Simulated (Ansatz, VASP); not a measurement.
Ta: VASP beside Ansatz

```xyz
1
Lattice="-1.6595 1.6595 1.6595 1.6595 -1.6595 1.6595 1.6595 1.6595 -1.6595" Properties=species:S:1:pos:R:3 pbc="T T T"
Ta    0.0000    0.0000    0.0000
```

Alike in both runs: functional PBE; k mesh 18 × 18 × 18; occupations gaussian, width 0.1 eV; no spin polarisation.

Ansatz relaxed the structure, and its values are those at the end. VASP's run is a single point on that final structure, the one shown.

|  | VASP | Ansatz |
| --- | --- | --- |
| version | VASP 6.6.1 | Ansatz 0.2.0 |
| potentials or method | VASP PAW PBE potentials, release 64 (Ta_pv), cutoff 520 eV | scalar-relativistic, plane waves, PAW |
| valence electrons in the cell | 11 | 13 |

```csv
,VASP,Ansatz,Ansatz less VASP
gap on the k mesh at the Fermi level (eV),none,none,-
pressure (GPa),0.1,0.0,-0.07
```

A gap of «none» marks a metal or a gap that the smearing closes. VASP's potentials hold 11 valence electrons a cell and Ansatz's 13, so a difference there can come from the potentials and not from the codes.

Spin-orbit coupling is off throughout.
